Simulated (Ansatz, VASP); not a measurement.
# Pt in VASP and in Ansatz

```
Pt
1.0
     0.00000    1.95903    1.95903
     1.95903    0.00000    1.95903
     1.95903    1.95903    0.00000
Pt
1
Direct
  0.00000 0.00000 0.00000
```

Alike in both runs: functional PBEsol; k mesh 18 × 18 × 18; occupations gaussian, width 0.1 eV; no spin polarisation.

Ansatz relaxed the structure, and its values are those at the end. VASP's run is a single point on that final structure, the one shown.

|  | VASP | Ansatz |
| --- | --- | --- |
| version | VASP 6.6.1 | Ansatz 0.2.0 |
| potentials or method | VASP PAW PBE potentials, release 64 (Pt), cutoff 520 eV | scalar-relativistic, plane waves, PAW |
| valence electrons in the cell | 10 | 18 |

```tsv
	VASP	Ansatz	Ansatz less VASP
gap on the k mesh at the Fermi level (eV)	none	none	-
pressure (GPa)	-0.4	0.0	+0.42
```

VASP's potentials were made for PBE, not for PBEsol. A gap of «none» marks a metal or a gap that the smearing closes. VASP's potentials hold 10 valence electrons a cell and Ansatz's 18, so a difference there can come from the potentials and not from the codes.

Spin-orbit coupling is off throughout.
